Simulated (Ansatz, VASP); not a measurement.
## One calculation of PbS, two programs

```xyz
2
Lattice="0.0000 2.9587 2.9587 2.9587 0.0000 2.9587 2.9587 2.9587 0.0000" Properties=species:S:1:pos:R:3 pbc="T T T"
Pb    2.9587    2.9587    2.9587
S     0.0000    0.0000    0.0000
```

Alike in both runs: task single point; functional revPBE; dispersion D3(BJ); k mesh 8 × 8 × 8; occupations gaussian, width 0.05 eV; no spin polarisation.

|  | VASP | Ansatz |
| --- | --- | --- |
| version | VASP 6.6.1 | Ansatz 0.2.0 |
| potentials or method | VASP PAW PBE potentials, release 64 (Pb_d, S), cutoff 520 eV | scalar-relativistic, plane waves, PAW |
| valence electrons in the cell | 20 | 20 |

VASP gave:

| Quantity | Value |
| --- | --- |
| gap on the k mesh at the Fermi level (eV) | 0.41 |
| least direct gap on the mesh (eV) | 0.41 |
| pressure (GPa) | -0.1 |

Problem. What did Ansatz give for the same quantities?

Solution. gap on the k mesh at the Fermi level (eV): 0.40; least direct gap on the mesh (eV): 0.40; pressure (GPa): 0.0.

VASP's potentials were made for PBE, not for revPBE.

Neither program's run includes spin-orbit coupling.
